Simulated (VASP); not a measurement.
## InSb: single point with PBE

Crystal: InSb.

```xyz
2
Lattice="3.7690 0.0000 0.0000 0.0000 3.7690 0.0000 0.0000 0.0000 3.7690" Properties=species:S:1:pos:R:3 pbc="T T T"
In    0.0000    0.0000    0.0000
Sb    1.8845    1.8845    1.8845
```

```yaml
Program: VASP 6.6.1
Task: single point
Functional: PBE
Potentials_or_basis: VASP PAW PBE potentials, release 64 (In_d, Sb)
Cutoff: 520 eV
k_mesh: 6 × 6 × 6, shifted
Occupations: fermi-dirac, width 0.02 eV
Spin: no spin polarisation
Dipole_correction: no
Further_INCAR_settings: ALGO = Normal; EDIFF = 1e-06; NBANDS = 16
```

The pressure is 2.3 GPa and the band gap on the k mesh is zero (band 9 reaches 8.31 eV, above the bottom of band 10 at 5.96 eV).

Levels at points of the mesh, in eV from the Fermi level:
```
           k point  band 5  band 6  band 7  band 8  band 9  band 10  band 11  band 12  band 13  band 14
(0.08, 0.08, 0.08)  -14.03  -11.04   -2.78   -0.80   -0.80     1.15     5.13     5.13     7.01     8.09
```

Run time: 5 s on 1 thread of AMD EPYC 7R13 Processor (Zen 3) (shared host), peak memory 0.13 GiB.

Caveat: spin-orbit coupling is left out, which moves the levels of the heavy elements.
